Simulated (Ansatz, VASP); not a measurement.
## Be3Cd2S in VASP and in Ansatz

Contents of INCAR:

```
SYSTEM = Be3Cd2S
PREC = Accurate ; ENCUT = 600
EDIFF = 1E-7 ; ISMEAR = 0
SIGMA = 0.1 ; LREAL = .False.
LASPH = .True. ; NELM = 60
ALGO = Normal ; ISIF = 3
LWAVE = .False. ; LCHARG = .False.
GGA = PE ; IBRION = 2
NSW = 100 ; EDIFFG = -0.01
```

Contents of KPOINTS:

```
Automatic mesh
0
Gamma
  12 12 4
  0 0 0
```

POSCAR

```
Be3Cd2S
1.0
    3.6076056147      0.0000000000      0.0000000000
   -1.8038028073      3.1242781091      0.0000000000
    0.0000000000      0.0000000000     11.1919783243
Be Cd S
3 2 1
Direct
    0.6666666667      0.3333333333      0.5000000000
    0.0000000000      0.0000000000      0.0000000000
    0.0000000000      0.0000000000      0.5000000000
    0.3333333333      0.6666666667      0.3587187518
    0.3333333333      0.6666666667      0.6412812482
    0.6666666667      0.3333333333      0.0000000000
```

Input for Ansatz:

```yaml
crystal:
  lattice:
    - [3.6076056147, 0.0, 0.0]
    - [-1.8038028073, 3.1242781091, 0.0]
    - [0.0, 0.0, 11.1919783243]
  atoms:
    - { symbol: Be, position: [0.6666666667, 0.3333333333, 0.5] }
    - { symbol: Be, position: [0.0, 0.0, 0.0] }
    - { symbol: Be, position: [0.0, 0.0, 0.5] }
    - { symbol: Cd, position: [0.3333333333, 0.6666666667, 0.3587187518] }
    - { symbol: Cd, position: [0.3333333333, 0.6666666667, 0.6412812482] }
    - { symbol: S, position: [0.6666666667, 0.3333333333, 0.0] }
basis:
  ecutwfc: 420
kpoints:
  mp_grid: { grid: [12, 12, 4] }
hamiltonian:
  xc: pbe
scf:
  occupations: { method: gaussian, width: 0.1 }
output:
  forces: true
  stress: true
  eigenvalues: true
relax:
  adjacent_minimum: "off"
  f_tol: 0.01
  max_steps: 80
  cell: { stress_tol: 0.05 }
```

Change from the starting cell: species swapped into the Sr2Al3Ge type (P-6m2, No. 187).

Alike in both runs: task relaxation of cell and atoms; functional PBE; k mesh 12 × 12 × 4; occupations gaussian, width 0.1 eV; no spin polarisation.

```csv
,VASP,Ansatz
version,VASP 6.6.1,Ansatz 0.2.0
potentials or method,"VASP PAW PBE potentials, release 64 (Be, Cd, S), cutoff 600 eV","scalar-relativistic, plane waves, PAW"
valence electrons in the cell,36,52
```

VASP gave:

- gap on the k mesh at the Fermi level, each at its own relaxed structure (eV): none
- relaxed volume (Å³/atom): 21.08
- relaxed cell length with the largest relative difference (Å): 11.209

Task: What did Ansatz give for the same quantities?

Result: gap on the k mesh at the Fermi level, each at its own relaxed structure (eV): none; relaxed volume (Å³/atom): 21.02; relaxed cell length with the largest relative difference (Å): 11.192.

A gap of «none» marks a metal or a gap that the smearing closes. VASP's potentials hold 36 valence electrons a cell and Ansatz's 52, so a difference there can come from the potentials and not from the codes.
